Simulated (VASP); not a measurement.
Runs of VASP 6.6.1 on Co. The structure is that of space group P6_3/mmc (No. 194), or close to it. The cells are those of the table. 

```tsv
potentials or basis	spin	cell	k mesh	cutoff (eV)	smearing	second run	gap on the mesh (eV)	pressure (GPa)	moment (μB)
VASP PAW LDA potentials, release 64 (Co)	off	a = 2.299, b = 2.299, c = 3.704 Å, angles 90.0, 90.0, 120.0°, 2 atoms	25 × 25 × 13	520	fermi-dirac 0.1 eV	-	none	51.8	-
VASP PAW LDA potentials, release 64 (Co)	collinear, ferromagnetic start	a = 2.427, b = 2.427, c = 3.923 Å, angles 90.0, 90.0, 120.0°, 2 atoms	15 × 15 × 8	520	fermi-dirac 0.05 eV	-	none	-1.1	2.98
VASP PAW LDA potentials, release 64 (Co_sv)	collinear, ferromagnetic start	a = 2.427, b = 2.427, c = 3.923 Å, angles 90.0, 90.0, 120.0°, 2 atoms	9 × 9 × 5	600	fermi-dirac 0.05 eV	valence_matched	none	-3.8	2.99
VASP PAW LDA potentials, release 64 (Co)	off	a = 2.334, b = 2.334, c = 3.760 Å, angles 90.0, 90.0, 120.0°, 2 atoms	25 × 25 × 13	520	fermi-dirac 0.1 eV	-	none	30.1	-
VASP PAW LDA potentials, release 64 (Co)	collinear, ferromagnetic start	a = 2.427, b = 2.427, c = 3.923 Å, angles 90.0, 90.0, 120.0°, 2 atoms	5 × 5 × 3	520	fermi-dirac 0.05 eV	-	none	(d)	(c)
VASP PAW LDA potentials, release 64 (Co)	collinear, ferromagnetic start	a = 2.427, b = 2.427, c = 3.923 Å, angles 90.0, 90.0, 120.0°, 2 atoms	15 × 15 × 8	520	fermi-dirac 0.2 eV	-	none	(b)	2.32
VASP PAW LDA potentials, release 64 (Co_sv)	collinear, ferromagnetic start	a = 2.427, b = 2.427, c = 3.923 Å, angles 90.0, 90.0, 120.0°, 2 atoms	14 × 14 × 8	600	fermi-dirac 0.05 eV	valence_matched	none	(a)	3.00
VASP PAW LDA potentials, release 64 (Co)	off	a = 2.400, b = 2.400, c = 3.866 Å, angles 90.0, 90.0, 120.0°, 2 atoms	14 × 14 × 8	520	fermi-dirac 0.1 eV	-	none	-0.9	-
```

Alike in all rows: task single point; level LDA.

Fill in the values left out.

(a) -4.1; (b) -3.7; (c) 3.10; (d) -0.2.

Caveats: some runs use coarse meshes.

A gap of «none» marks levels without a gap at the run's occupations.

The runs don't all hold the same shells in valence.
